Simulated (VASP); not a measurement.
# Rb3H (P-3m1) in VASP: vibrations by perturbation theory with PBE

Aim: the vibrations by perturbation theory of Rb3H with PBE.

All numbers are computed with VASP 6.6.1; they aren't measurements. Logs are shortened: lines on timing, memory, paths and dates and some standing lists are left out, and cuts for length are marked.

## 1. The cell of the first run

Symmetry: P-3m1, No. 164, trigonal system. The conventional cell has a = 4.615 Å, b = 4.615 Å, c = 12.140 Å, α = 90.00°, β = 90.00°, γ = 120.00°. Rb (site symmetry 3m) has 3 H at 3.17 Å and 3 Rb at 4.33 Å within 4.4 Å. Within 4.2 Å of H (site symmetry -3m) lie 6 Rb at 3.17 Å.

## 2. Vibrations by perturbation theory, PBE

Input file INCAR:

```
SYSTEM = Rb3H
ALGO = Normal
EDIFF = 1E-8
ENCUT = 500
GGA = PE
GGA_COMPAT = .False.
IBRION = 8
ISIF = 2
ISMEAR = -1
KPAR = 4
LASPH = .True.
LCHARG = .False.
LREAL = .False.
LWAVE = .False.
NBANDS = 22
NELM = 120
NSW = 1
PREC = Accurate
SIGMA = 0.15
```

Input file KPOINTS:

```
k-points
0
Gamma
  12 12 4
  0 0 0
```

Input file POSCAR:

```
Rb3H
1.0
    4.6145889790      0.0000000000      0.0000000000
   -2.3072944895      3.9963512839      0.0000000000
    0.0000000000      0.0000000000     12.1395514877
Rb H
3 1
Direct
    0.0000000000      0.0000000000      0.0000000000
    0.3333333333      0.6666666667      0.3591777596
    0.6666666667      0.3333333333      0.6408222404
    0.0000000000      0.0000000000      0.5000000000
```

Potentials or basis: VASP PAW PBE potentials, release 64 (Rb_sv, H).

Run with:

```sh
$ cat potpaw_PBE.64/Rb_sv/POTCAR potpaw_PBE.64/H/POTCAR > POTCAR
$ mpirun -np 4 vasp_std > vasp.out
```

OUTCAR:

```text
SYSTEM = Rb3H
   EDIFF = 1E-8
   ENCUT = 500
   GGA = PE
   IBRION = 8
   ISIF = 2
   ISMEAR = -1
   LASPH = .True.
   LREAL = .False.
   NELM = 120
   NSW = 1
   PREC = Accurate

 ion  position               nearest neighbor table
   1  0.000  0.000  0.000-   2 5.11   3 5.11   3 5.11   2 5.11   3 5.11   2 5.11
   2  0.333  0.667  0.359-   4 3.17   4 3.17   4 3.17   3 4.33   3 4.33   3 4.33   1 5.11   1 5.11
                             1 5.11
   3  0.667  0.333  0.641-   4 3.17   4 3.17   4 3.17   2 4.33   2 4.33   2 4.33   1 5.11   1 5.11
                             1 5.11
   4  0.000  0.000  0.500-   2 3.17   3 3.17   3 3.17   2 3.17   3 3.17   2 3.17

  LATTYP: Found a hexagonal cell.
 ALAT       =     4.6145889790
 C/A-ratio  =     2.6306896547

  Lattice vectors:

 A1 = (   4.6145889790,   0.0000000000,   0.0000000000)
 A2 = (  -2.3072944895,   3.9963512839,   0.0000000000)
 A3 = (   0.0000000000,   0.0000000000,  12.1395514877)

Analysis of symmetry for initial positions (statically):
=====================================================================
 Subroutine PRICEL returns:
 Original cell was already a primitive cell.

 Routine SETGRP: Setting up the symmetry group for a
 hexagonal supercell.

 Subroutine GETGRP returns: Found 12 space group operations
 (whereof 12 operations were pure point group operations)
 out of a pool of 24 trial point group operations.

The static configuration has the point symmetry D_3d.

Analysis of symmetry for dynamics (positions and initial velocities):
=====================================================================
 Subroutine PRICEL returns:
 Original cell was already a primitive cell.

 Routine SETGRP: Setting up the symmetry group for a
 hexagonal supercell.

 Subroutine GETGRP returns: Found 12 space group operations
 (whereof 12 operations were pure point group operations)
 out of a pool of 24 trial point group operations.

The dynamic configuration has the point symmetry D_3d.

 Subroutine INISYM returns: Found 12 space group operations
 (whereof 12 operations are pure point group operations),
 and found     1 'primitive' translations

----------------------------------------------------------------------------------------

                                     Primitive cell

  volume of cell :     223.8718

  direct lattice vectors                    reciprocal lattice vectors
     4.614588979  0.000000000  0.000000000     0.216704024  0.125114126  0.000000000
    -2.307294489  3.996351284  0.000000000     0.000000000  0.250228253  0.000000000
     0.000000000  0.000000000 12.139551488     0.000000000  0.000000000  0.082375366

  length of vectors
     4.614588979  4.614588979 12.139551488     0.250228253  0.250228253  0.082375366

  position of ions in fractional coordinates (direct lattice)
     0.000000000  0.000000000  0.000000000
     0.333333333  0.666666667  0.359177760
     0.666666667  0.333333333  0.640822240
     0.000000000  0.000000000  0.500000000

  ion indices of the primitive-cell ions
   primitive index   ion index
                 1           1
                 2           2
                 3           3
                 4           4

----------------------------------------------------------------------------------------

 KPOINTS: k-points

Automatic generation of k-mesh.
 Grid dimensions read from file:
 generate k-points for:   12   12    4

 Generating k-lattice:

  Cartesian coordinates                     Fractional coordinates (reciprocal lattice)
     0.018058669  0.010426177  0.000000000     0.083333333 -0.000000000  0.000000000
     0.000000000  0.020852354  0.000000000     0.000000000  0.083333333  0.000000000
     0.000000000  0.000000000  0.020593842     0.000000000  0.000000000  0.250000000

  Length of vectors
     0.020852354  0.020852354  0.020593842

  Shift w.r.t. Gamma in fractional coordinates (k-lattice)
     0.000000000  0.000000000  0.000000000

 Subroutine IBZKPT returns following result:
 ===========================================
[... 69 lines left out ...]
  volume/ion in A,a.u.               =      55.97       377.69
  Fermi-wavevector in a.u.,A,eV,Ry     =   0.818706  1.547129  9.119696  0.670279
  Thomas-Fermi vector in A             =   1.929380
   LORBIT       =      0    0 simple, 1 ext, 2 COOP (PROOUT), +10 PAW based schemes
   GGA     = PE    functional components
   LHFCALC =     F    Hartree Fock is set to
   AEXX    =    0.0000 exact exchange contribution
   IVDW    =     0    specifies the selected vdW correction
   LEPSILON=     F    determine dielectric tensor
   LRPA    =     F    only Hartree local field effects (RPA)
 non-spin polarized calculation
  energy-cutoff  :      500.00
  volume of cell :      223.87
 maximum number of plane-waves:      5775
 NGX is ok and might be reduce to    36
   NGX = 17   NGY = 17   NGZ = 45

--------------------------------------- Ionic step        1  -------------------------------------------

 number of electron      28.0000000 magnetization

 Free energy of the ion-electron system (eV)
  ---------------------------------------------------
  ext. energy  EPLUGINS =         0.00000000
  ---------------------------------------------------
  free energy    TOTEN  =        -6.29830975 eV

  energy without entropy =       -6.13090156  energy(sigma->0) =       -6.21460566

 E-fermi :   0.5064     XC(G=0):  -6.0007

 val. band max:        0.5040072250   @ k =   0.4167  -0.0000   0.2500
 cond. band min:       0.5155898813   @ k =   0.3333  -0.0000   0.2500
 fundamental gap:      0.0115826562
 Fermi energy:         0.5063518638

 k-point     1 :       0.0000    0.0000    0.0000
  band No.  band energies     occupation
      1     -28.3541      2.00000
      2     -28.3390      2.00000
      3     -28.3204      2.00000
      4     -12.5518      2.00000
      5     -12.4213      2.00000
      6     -12.3782      2.00000
[... 589 lines left out ...]
     21       4.1558      0.00000
     22       4.3229      0.00000

 [... further k-points ...]

------------------------ aborting loop because EDIFF is reached ----------------------------------------

  FORCE on cell =-STRESS in cart. coord.  units (eV):
  Direction    XX          YY          ZZ          XY          YZ          ZX
  --------------------------------------------------------------------------------------
  -------------------------------------------------------------------------------------
  Total       -0.0069706     -0.0069706     -0.0143965      0.0000000      0.0000000      0.0000000
  in kB       -0.0498861     -0.0498861     -0.1030313      0.0000000      0.0000000      0.0000000
  external PRESSURE =      -0.0676012 kB  Pullay stress =       0.0000000 kB

 VOLUME and BASIS-vectors are now :
 -----------------------------------------------------------------------------
  energy-cutoff  :      500.00
  volume of cell :      223.87
      direct lattice vectors                 reciprocal lattice vectors
     4.614588979  0.000000000  0.000000000     0.216704024  0.125114126  0.000000000
    -2.307294489  3.996351284  0.000000000     0.000000000  0.250228253  0.000000000
     0.000000000  0.000000000 12.139551488     0.000000000  0.000000000  0.082375366

 POSITION                                       TOTAL-FORCE (eV/Angst)
 -----------------------------------------------------------------------------------
      0.00000      0.00000      0.00000         0.000000      0.000000      0.000000
     -0.00000      2.66423      4.36026        -0.000000      0.000000     -0.002165
      2.30729      1.33212      7.77929         0.000000     -0.000000      0.002165
      0.00000      0.00000      6.06978         0.000000      0.000000      0.000000
 -----------------------------------------------------------------------------------
    total drift:                                0.000000      0.000000     -0.000000

  FREE ENERGIE OF THE ION-ELECTRON SYSTEM (eV)
  ---------------------------------------------------
  free  energy   TOTEN  =        -6.2983097478 eV

  energy  without entropy=       -6.1309015634  energy(sigma->0) =       -6.21460566

[... ionic steps 2 to 12 ...]

--------------------------------------- Ionic step       13  -------------------------------------------

------------------------ aborting loop because EDIFF is reached ----------------------------------------

[... ionic steps 14 to 14 ...]

--------------------------------------- Ionic step       15  -------------------------------------------

 Free energy of the ion-electron system (eV)
  ---------------------------------------------------
  ---------------------------------------------------
  free energy    TOTEN  =        -0.01691517 eV

  energy without entropy =       -0.01691518

------------------------ aborting loop because EDIFF is reached ----------------------------------------

 INTERNAL STRAIN TENSOR  FOR ION    4  DIRECTION 3   (eV/Angst):
 -----------------------------------------------------------------------------
    -0.00058  0.00000  0.00000
     0.00000 -0.00058  0.00000
     0.00000 -0.00000  0.00019

 INTERNAL STRAIN TENSOR FOR ION    4 for displacements in x,y,z  (eV/Angst):
          X           Y           Z          XY          YZ          ZX
  --------------------------------------------------------------------------------
  x     0.00000     0.00000     0.00000     0.00000     0.00000     0.00000
  y     0.00000     0.00000     0.00000     0.00000     0.00000     0.00000
  z     0.00000     0.00000     0.00000     0.00000     0.00000     0.00000

 SECOND DERIVATIVES (NOT SYMMETRIZED)
 ------------------------------------
               1X          1Y          1Z          2X          2Y          2Z          3X          3Y          3Z          4X          4Y          4Z
  1X    -0.033681    0.000000    0.000000    0.016447    0.000000    0.000000    0.016447    0.000000    0.000000    0.000786    0.000000    0.000000
  1Y     0.000000   -0.033681    0.000000    0.000000    0.016447    0.000000    0.000000    0.016447    0.000000    0.000000    0.000786    0.000000
  1Z     0.000000    0.000000   -0.380417    0.000000    0.000000    0.159326    0.000000    0.000000    0.159326    0.000000   -0.000000    0.061764
  2X     0.016417    0.000000    0.000000   -0.245038    0.000000    0.000000    0.061321   -0.000000    0.000000    0.167300    0.000000    0.000000
  2Y     0.000000    0.016417    0.000000    0.000000   -0.245038    0.000000    0.000000    0.061321    0.000000    0.000000    0.167300    0.000000
  2Z     0.000000   -0.000000    0.158005    0.000000   -0.000000   -0.758030    0.000000   -0.000000    0.479991    0.000000    0.000000    0.120033
  3X     0.016417    0.000000    0.000000    0.061321   -0.000000    0.000000   -0.245038    0.000000    0.000000    0.167300    0.000000    0.000000
  3Y     0.000000    0.016417    0.000000    0.000000    0.061321    0.000000    0.000000   -0.245038    0.000000    0.000000    0.167300    0.000000
  3Z     0.000000   -0.000000    0.158005    0.000000   -0.000000    0.479991    0.000000   -0.000000   -0.758030    0.000000    0.000000    0.120033
  4X     0.002329    0.000000    0.000000    0.168317    0.000000    0.000000    0.168317    0.000000    0.000000   -0.338962    0.000000    0.000000
  4Y     0.000000    0.002329    0.000000    0.000000    0.168317    0.000000    0.000000    0.168317    0.000000    0.000000   -0.338962    0.000000
  4Z    -0.000000    0.000000    0.062092    0.000000    0.000000    0.119305    0.000000    0.000000    0.119305    0.000000    0.000000   -0.300702

 Eigenvectors and eigenvalues of the dynamical matrix
 ----------------------------------------------------

   1 f  =    9.127862 THz    57.352049 2PiTHz  304.472705 cm-1    37.749787 meV
             X         Y         Z           dx          dy          dz
      0.000000  0.000000  0.000000     0.000000   -0.000433    0.000000
     -0.000000  2.664234  4.360257     0.000000   -0.053429   -0.000000
      2.307294  1.332117  7.779295     0.000000   -0.053429   -0.000000
      0.000000  0.000000  6.069776    -0.000001    0.997141   -0.000000
[... 71 lines left out ...]
  12 f/i=    0.004874 THz     0.030627 2PiTHz    0.162594 cm-1     0.020159 meV
             X         Y         Z           dx          dy          dz
      0.000000  0.000000  0.000000     0.580146    0.070639    0.000000
     -0.000000  2.664234  4.360257     0.567929    0.069151    0.000000
      2.307294  1.332117  7.779295     0.567929    0.069151    0.000000
      0.000000  0.000000  6.069776     0.061114    0.007441    0.000000

--------------------------------------------------------------------------------------------------------

 ELASTIC MODULI CONTR FROM IONIC RELAXATION (kBar)
 Direction    XX          YY          ZZ          XY          YZ          ZX
 --------------------------------------------------------------------------------
 XX          -1.7040      0.1763     -2.0288     -0.0000      2.8009      0.0000
 YY           0.1763     -1.7040     -2.0288     -0.0000     -2.8009      0.0000
 ZZ          -2.0288     -2.0288     -5.3882     -0.0000     -0.0000      0.0000
 XY          -0.0000     -0.0000     -0.0000     -0.9401     -0.0000      2.9122
 YZ           2.8009     -2.8009     -0.0000     -0.0000     -8.3445      0.0000
 ZX           0.0000      0.0000      0.0000      2.9122      0.0000     -9.0209
 --------------------------------------------------------------------------------
```

Run time: 45 min. Hardware: 4 MPI ranks of Intel Xeon Platinum 8259CL at 2.50GHz (Skylake/Cascade Lake), shared host; peak memory 2.4 GiB.

What came out:

- Highest phonon frequency at Γ: 304 cm⁻¹

Phonon frequencies in cm⁻¹ (negative: imaginary):
| q point | frequencies |
| --- | --- |
| (0.000, 0.000, 0.000) | 0 0 0 13 13 31 31 42 63 287 304 304 |
